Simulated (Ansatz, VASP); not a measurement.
**Hf: VASP beside Ansatz**

File INCAR:

```
ALGO = Normal ; EDIFF = 1E-7
ENCUT = 520 ; GGA = PE
ISIF = 2 ; ISMEAR = -1
LASPH = True ; LCHARG = True
LELF = True ; LREAL = False
LVHAR = True ; LWAVE = False
NBANDS = 11 ; NELM = 80
PREC = Accurate ; SIGMA = 0.1
```

The input KPOINTS:

```
k-points
0
Gamma
  16 16 16
```

The input POSCAR:

```
Hf
1.0
    0.0000000000      2.2436423191      2.2436423191
    2.2436423191      0.0000000000      2.2436423191
    2.2436423191      2.2436423191      0.0000000000
Hf
1
Direct
    0.0000000000      0.0000000000      0.0000000000
```

Input for Ansatz:

```yaml
crystal:
  lattice:
    - [0.0, 2.2436423191, 2.2436423191]
    - [2.2436423191, 0.0, 2.2436423191]
    - [2.2436423191, 2.2436423191, 0.0]
  atoms:
    - { symbol: Hf, position: [0.0, 0.0, 0.0] }
kpoints:
  mp_grid: { grid: [16, 16, 16] }
  band_path:
    path:
      - [0.0, 0.0, 0.0]
      - [0.5, 0.0, 0.5]
      - [0.625, 0.25, 0.625]
      - [0.375, 0.375, 0.75]
      - [0.0, 0.0, 0.0]
      - [0.5, 0.5, 0.5]
      - [0.5, 0.25, 0.75]
      - [0.5, 0.0, 0.5]
    npoints: 8
scf:
  occupations: { method: fermi_dirac, width: 0.1 }
hamiltonian:
  xc: pbe
  pseudopotentials: { kind: paw }
output:
  forces: true
  stress: true
  eigenvalues: true
  populations: true
  dos: { projected: true, de: 0.2, e_range: [-14, 8] }
```

Change from the starting cell: volume scaled by 1, PAW files.

Alike in both runs: task single point; functional PBE; k mesh 16 × 16 × 16; occupations fermi-dirac, width 0.1 eV; no spin polarisation.

|  | VASP | Ansatz |
| --- | --- | --- |
| version | VASP 6.6.1 | Ansatz 0.2.0 |
| potentials or method | VASP PAW PBE potentials, release 64 (Hf_pv) | PAW with Ansatz's default frozen-core files, scalar-relativistic |
| plane-wave cutoff (eV) | 520 | 420 |
| valence electrons in the cell | 10 | 26 |

VASP gave:

| Property | Result |
| --- | --- |
| pressure (GPa) | -0.4 |

Question: Which values does Ansatz return?

Answer: Pressure (GPa): 0.0.

VASP's potentials hold 10 valence electrons a cell and Ansatz's 26, so a difference there can come from the potentials and not from the codes.

Spin-orbit coupling is off throughout.
